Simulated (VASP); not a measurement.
A run of VASP 6.6.1:

File INCAR:

```
PREC = Accurate
ENCUT = 520
EDIFF = 1E-7
ISMEAR = 0
SIGMA = 0.15
LREAL = False
LASPH = True
NELM = 60
ALGO = Normal
ISIF = 2
LWAVE = False
LCHARG = False
GGA = PS
NBANDS = 36
```

Contents of KPOINTS:

```
regular mesh
0
Gamma
  12 12 8
```

The input POSCAR:

```
Ge
1.0
    0.0000000000     -2.8378616867     -2.8378616867
    0.0000000000      2.8378616867     -2.8378616867
    5.6757233734      0.0000000000      0.0000000000
Ge
4
Direct
    0.5070475598      0.5070475598      0.0000000000
    0.0070475598      0.0070475598      0.5000000000
   -0.0070475598      0.4929524402      0.2500000000
    0.4929524402     -0.0070475598      0.7500000000
```

Potentials or basis: VASP PAW PBE potentials, release 64 (Ge_d).

Command:

```sh
$ cat potpaw_PBE.64/Ge_d/POTCAR > POTCAR
$ mpirun -np 1 vasp_std > vasp.out
```

Hardware: 1 thread of AMD EPYC 9R45 96-Core Processor (Zen 5), on a shared host.

Question: How long does it take, and how much memory?

Answer: Run time: 5.3 min on 1 thread of AMD EPYC 9R45 96-Core Processor (Zen 5), on a shared host, peak memory 0.71 GiB. Counts: scf iterations 13, k points 320.
